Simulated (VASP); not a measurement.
Here is a VASP 6.6.1 calculation.

The input INCAR:

```
PREC = Accurate
ENCUT = 520
EDIFF = 1E-6
ISMEAR = 0
SIGMA = 0.1
LREAL = False
LASPH = True
NELM = 60
ALGO = Normal
ISIF = 2
LWAVE = False
LCHARG = False
GGA = PE
NBANDS = 23
```

KPOINTS

```
Automatic mesh
0
Gamma
  12 12 12
```

The input POSCAR:

```
ZnS3
1.0
   -2.5539550054      2.5539550054      2.5539550054
    2.5539550054     -2.5539550054      2.5539550054
    2.5539550054      2.5539550054     -2.5539550054
Zn S
1 3
Direct
    0.0000000000      0.0000000000      0.0000000000
    0.0000000000      0.5000000000      0.5000000000
    0.5000000000      0.0000000000      0.5000000000
    0.5000000000      0.5000000000      0.0000000000
```

Potentials or basis: VASP PAW PBE potentials, release 64 (Zn, S).

Run with:

```bash
$ cat potpaw_PBE.64/Zn/POTCAR potpaw_PBE.64/S/POTCAR > POTCAR
$ mpirun -np 1 vasp_std > vasp.out
```

Q: What does it give for the band gap on the k mesh?

A: Zero (bands 15 and 16 overlap by 2.78 eV).

Q: What does it give for the pressure?

A: -0.1 GPa.
